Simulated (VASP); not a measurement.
Ag:

```xyz
4
Lattice="2.8862 0.0000 0.0000 -1.4431 2.4995 0.0000 0.0000 0.0000 10.0000" Properties=species:S:1:pos:R:3 pbc="T T T"
Ag    0.0000    0.0000    5.0000
Ag    0.0000    0.0000    0.0000
Ag    1.4431    0.8332    7.5000
Ag    0.0000    1.6663    2.5000
```

Base run:

| Property | Result |
| --- | --- |
| Program | VASP 6.6.1 |
| Functional | LDA |
| Potentials or basis | VASP PAW LDA potentials, release 64 (Ag) |
| Cutoff | 520 eV |
| k mesh | 11 × 11 × 3 |
| Occupations | fermi-dirac, width 0.05 eV |
| Spin | no spin polarisation |

Its results: band gap on the k mesh zero (band 22 reaches 10.20 eV, above the bottom of band 23 at 4.35 eV); pressure -11.2 GPa.

Task: The run is repeated on the same cell with these changes: functional from LDA to PBEsol; potentials or basis from VASP PAW LDA potentials, release 64 (Ag) to VASP PAW PBE potentials, release 64 (Ag). What comes out?

Result: Band gap on the k mesh zero (band 22 reaches 10.29 eV, above the bottom of band 23 at 4.43 eV); pressure -7.3 GPa.

Caveats: the PAW data sets were made with another functional, which shifts forces and pressure a little (some runs).
